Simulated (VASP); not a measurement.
# MgO: relaxation of cell and atoms with r2SCAN

MgO:

```
Mg O
1.0
     0.00000    2.12685    2.12685
     2.12685    0.00000    2.12685
     2.12685    2.12685    0.00000
Mg O
1 1
Direct
  0.00000 0.00000 0.00000
  0.50000 0.50000 0.50000
```

```
Program                : VASP 6.6.1
Task                   : relaxation of cell and atoms
Functional             : r2SCAN
Potentials or basis    : VASP PAW PBE potentials, release 64 (Mg, O)
Cutoff                 : 600 eV
k mesh                 : 10 × 10 × 10
Occupations            : fermi-dirac, width 0.02 eV
Spin                   : no spin polarisation
Dipole correction      : no
Further INCAR settings : ALGO = Normal; EDIFF = 1e-06; IBRION = 2; EDIFFG = -0.005; NSW = 80; ISIF = 3
```

```json
{
 "Relaxed volume": "9.21 Å³/atom",
 "Relaxed cell": "a = 2.965 Å, b = 2.965 Å, c = 2.965 Å, α = 60.00°, β = 60.00°, γ = 60.00°",
 "Space group after relaxing (to 0.1 Å)": "Fm-3m (No. 225)",
 "Energy gained by relaxing": "9.0 meV/atom",
 "Ionic steps": "3",
 "Pressure after relaxing": "0.0 GPa",
 "Band gap on the k mesh": "5.75 eV"
}
```

The path:
```
step  energy change (eV)  largest force (eV/Å)  pressure (GPa)  volume (Å³)
   1              0.0000                0.0000           -6.76        19.24
   2             -0.0154                0.0000            2.83        18.13
   3             -0.0179                0.0000            0.02        18.42
```

Final structure:
```cif
data_structure
_symmetry_space_group_name_H-M 'P 1'
_symmetry_Int_Tables_number 1
_cell_length_a 2.9646
_cell_length_b 2.9646
_cell_length_c 2.9646
_cell_angle_alpha 60.000
_cell_angle_beta 60.000
_cell_angle_gamma 60.000
_cell_volume 18.42
loop_
_atom_site_label
_atom_site_type_symbol
_atom_site_fract_x
_atom_site_fract_y
_atom_site_fract_z
_atom_site_occupancy
Mg1 Mg 0.00000 0.00000 0.00000 1
O1 O 0.50000 0.50000 0.50000 1
```

Levels at points of the mesh, in eV from the valence-band top:
| k point | band 1 | band 2 | band 3 | band 4 | band 5 | band 6 | band 7 | band 8 |
| --- | --- | --- | --- | --- | --- | --- | --- | --- |
| (0.00, 0.00, 0.00) | -18.27 | 0.00 | 0.00 | 0.00 | 5.75 | 16.92 | 16.92 | 16.92 |
| (0.50, 0.00, 0.00) | -16.99 | -4.67 | -0.69 | -0.69 | 8.90 | 13.97 | 17.57 | 17.57 |
| (0.50, 0.50, 0.00) | -16.73 | -4.16 | -1.39 | -1.39 | 10.06 | 11.22 | 14.45 | 20.59 |

It took 95 s on 1 thread of Intel(R) Xeon(R) Platinum 8375C CPU @ 2.90GHz (Ice Lake) (shared host), peak memory 0.16 GiB.

Caveat: the PAW data sets were made with another functional, which shifts forces and pressure a little. r2SCAN opens gaps a little over a GGA but as a rule still falls short of measured ones.
